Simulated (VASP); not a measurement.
A run of VASP 6.6.1:

The input INCAR:

```
ALGO = Normal
EDIFF = 1E-6
ENCUT = 500
GGA = PS
GGA_COMPAT = False
ISIF = 2
ISMEAR = -1
ISYM = -1
LASPH = True
LCHARG = True
LELF = True
LREAL = Auto
LVHAR = True
LWAVE = False
NBANDS = 326
NELM = 120
PREC = Accurate
SIGMA = 0.05
```

KPOINTS

```
explicit points
1
Reciprocal
  0.25000000   0.25000000   0.25000000 1
```

The input POSCAR:

```
In7Ga9P16
1.0
   11.2586194527      0.0000000000      0.0000000000
    0.0000000000     11.2586194527      0.0000000000
    0.0000000000      0.0000000000     11.2586194527
Ga In P
18 14 32
Direct
    0.0002140000      0.9955880000      0.0050670000
    0.0015890000      0.5058120000      0.9982440000
    0.0024260000      0.5056020000      0.5040410000
    0.4992550000      0.9929570000      0.4981040000
    0.4968310000      0.5065680000      0.9947770000
    0.4980770000      0.5072650000      0.5045800000
    0.2480680000      0.2561430000      0.9982860000
    0.2518340000      0.2550520000      0.5034860000
    0.2482740000      0.7456200000      0.0001460000
    0.2545950000      0.7456290000      0.4997340000
    0.7482410000      0.7470230000      0.0024740000
    0.7459940000      0.7474490000      0.4973060000
    0.2519600000      0.5038320000      0.7496930000
    0.7493860000      0.9907260000      0.2501280000
    0.7478600000      0.5080860000      0.7505020000
    0.9977730000      0.7495740000      0.2487320000
    0.5015550000      0.7495320000      0.2512780000
    0.4992940000      0.7439990000      0.7473790000
    0.0005880000      0.9959930000      0.4960910000
    0.4994850000      0.9935510000      0.0027570000
    0.7527470000      0.2524820000      0.0009990000
    0.7487620000      0.2526320000      0.5018240000
    0.2505700000      0.9972080000      0.2508030000
    0.2535350000      0.9988910000      0.7504690000
    0.2505160000      0.5047240000      0.2505990000
    0.7476600000      0.9940940000      0.7508750000
    0.7501220000      0.5094550000      0.2512290000
    0.0034510000      0.2507950000      0.2491350000
    0.0043370000      0.2580560000      0.7539680000
    0.0005340000      0.7455500000      0.7530490000
    0.4980770000      0.2508930000      0.2526370000
    0.4970720000      0.2576100000      0.7486350000
    0.1274120000      0.1249920000      0.1127510000
    0.1300170000      0.1315500000      0.6190640000
    0.1169570000      0.6312660000      0.1198380000
    0.1338460000      0.6212690000      0.6214890000
    0.6317170000      0.1171490000      0.1330160000
    0.6154010000      0.1171980000      0.6205600000
    0.6160150000      0.6314820000      0.1197470000
    0.6247370000      0.6259260000      0.6246600000
    0.3752400000      0.3772300000      0.1123410000
    0.3684810000      0.3862850000      0.6194460000
    0.3729620000      0.8578930000      0.1266560000
    0.3810060000      0.8658270000      0.6199440000
    0.8834490000      0.3865000000      0.1210370000
    0.8742140000      0.3915290000      0.6281900000
    0.8734920000      0.8717790000      0.1260300000
    0.8683950000      0.8646580000      0.6179830000
    0.3732330000      0.1243550000      0.3892990000
    0.3711760000      0.1331980000      0.8833470000
    0.3843070000      0.6320750000      0.3802580000
    0.3720920000      0.6269250000      0.8716810000
    0.8668790000      0.1181190000      0.3658430000
    0.8828620000      0.1165180000      0.8793470000
    0.8826620000      0.6329850000      0.3822870000
    0.8675050000      0.6199800000      0.8824000000
    0.1251270000      0.3769750000      0.3880550000
    0.1333340000      0.3889320000      0.8815630000
    0.1265800000      0.8580550000      0.3740080000
    0.1259430000      0.8741180000      0.8875150000
    0.6170130000      0.3870920000      0.3823510000
    0.6258620000      0.3901290000      0.8743750000
    0.6240230000      0.8718260000      0.3729420000
    0.6226190000      0.8576750000      0.8742060000
```

Potentials or basis: VASP PAW PBE potentials, release 64 (Ga_d, In_d, P).

The run is started by

```bash
$ cat potpaw_PBE.64/Ga_d/POTCAR potpaw_PBE.64/In_d/POTCAR potpaw_PBE.64/P/POTCAR > POTCAR
$ mpirun -np 1 vasp_std > vasp.out
```

Hardware: 1 thread of Intel(R) Xeon(R) Platinum 8259CL CPU @ 2.50GHz (Skylake/Cascade Lake), with other jobs on the host.

**Question.** How long does it take, and how much memory?

**Answer.** Run time: 32 min on 1 thread of Intel(R) Xeon(R) Platinum 8259CL CPU @ 2.50GHz (Skylake/Cascade Lake) (shared host), peak memory 1.3 GiB. Counts: scf iterations 18, k points 1.
